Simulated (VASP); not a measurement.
Here is a VASP 6.6.1 calculation.

The input INCAR:

```
ALGO = Normal
EDIFF = 1E-6
ENCUT = 520
GGA = PS
ISIF = 2
ISMEAR = 0
LASPH = True
LCHARG = False
LREAL = False
LWAVE = False
NBANDS = 34
NELM = 80
PREC = Accurate
SIGMA = 0.15
```

Contents of KPOINTS:

```
k-points
0
Gamma
  10 10 14
```

POSCAR

```
Hf2N
1.0
    5.2955389254      0.0000000000      0.0000000000
    0.0000000000      4.8983735060      0.0000000000
    0.0000000000      0.0000000000      3.2274489825
Hf N
4 2
Direct
    0.2954633019      0.2954633019      0.0000000000
    0.7045366981      0.7045366981      0.0000000000
    0.7954633019      0.2045366981      0.5000000000
    0.2045366981      0.7954633019      0.5000000000
    0.0000000000      0.0000000000      0.0000000000
    0.5000000000      0.5000000000      0.5000000000
```

Potentials or basis: VASP PAW PBE potentials, release 64 (Hf_pv, N).

The run is started by

```sh
$ cat potpaw_PBE.64/Hf_pv/POTCAR potpaw_PBE.64/N/POTCAR > POTCAR
$ mpirun -np 1 vasp_std > vasp.out
```

Question: Predict the largest force.

Answer: 0.344 eV/Å.

Question: What does it give for the band gap on the k mesh?

Answer: Zero (bands 25 and 26 overlap by 2.92 eV).

Question: What does it give for the pressure?

Answer: 17.9 GPa.

Stress tensor (GPa, compression positive):
```
13.62  0.00  0.00
 0.00 30.42  0.00
 0.00  0.00  9.70
```

Caveat: the cell differs from its parent crystal (strain -0.0750 x Voigt [0, 1, 0, 0, 0, 0]); the cell stands under pressure; the PAW data sets were made with another functional, which shifts forces and pressure a little; spin-orbit coupling is left out, which moves the levels of the heavy elements.
